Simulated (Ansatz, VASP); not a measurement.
**Bi: VASP beside Ansatz**

Contents of INCAR:

```
SYSTEM = Bi
PREC     = Accurate       ! precision mode
ENCUT    = 520            ! plane-wave cutoff, eV
EDIFF    = 1E-6           ! SCF threshold, eV
ISMEAR   = -1             ! smearing method
SIGMA    = 0.03           ! smearing width, eV
LREAL    = .FALSE.        ! projectors in reciprocal space
LASPH    = .TRUE.         ! aspherical terms in the spheres
NELM     = 60             ! most SCF steps
ALGO     = Normal         ! electronic algorithm
ISIF     = 2              ! what is computed and relaxed
LWAVE    = .FALSE.        ! write WAVECAR
LCHARG   = .FALSE.        ! write CHGCAR
GGA      = PS             ! functional
NBANDS   = 22             ! bands
```

Contents of KPOINTS:

```
regular mesh
0
G
  9 9 3
  0 0 0
```

POSCAR

```
Bi
1.0
    4.5765144001      0.0000000000      0.0000000000
   -2.2882572001      3.9633777313      0.0000000000
    0.0000000000      0.0000000000     11.9267647641
Bi
2
Direct
    0.3333333333      0.6666666667      0.2500000000
    0.6666666667      0.3333333333      0.7500000000
```

Input for Ansatz:

```yaml
crystal:
  lattice:
    - [4.5765144001, 0.0, 0.0]
    - [-2.2882572001, 3.9633777313, 0.0]
    - [0.0, 0.0, 11.9267647641]
  atoms:
    - { symbol: Bi, position: [0.3333333333, 0.6666666667, 0.25] }
    - { symbol: Bi, position: [0.6666666667, 0.3333333333, 0.75] }
kpoints:
  mp_grid: { grid: [9, 9, 3] }
scf:
  occupations: { method: fermi_dirac, width: 0.03 }
hamiltonian:
  xc: pbesol
  pseudopotentials: { kind: all_electron, lapw: { basis_error: 0.0005 } }
output:
  forces: true
  stress: true
  eigenvalues: true
```

Change from the starting cell: volume scaled by 1.025.

Alike in both runs: task single point; functional PBEsol; k mesh 9 × 9 × 3; occupations fermi-dirac, width 0.03 eV; no spin polarisation.

|  | VASP | Ansatz |
| --- | --- | --- |
| version | VASP 6.6.1 | Ansatz 0.2.0 |
| potentials or method | VASP PAW PBE potentials, release 64 (Bi_d), cutoff 520 eV | all-electron LAPW, scalar-relativistic |

|  | VASP | Ansatz | Ansatz less VASP |
| --- | --- | --- | --- |
| pressure (GPa) | -3.4 | -3.4 | +0.02 |
| traceless stress, the component that is largest in VASP (GPa) | 3.04 | 3.05 | +0.002 |

VASP's potentials were made for PBE, not for PBEsol. Ansatz ran all-electron here, and VASP with PAW potentials.

Spin-orbit coupling is off throughout.
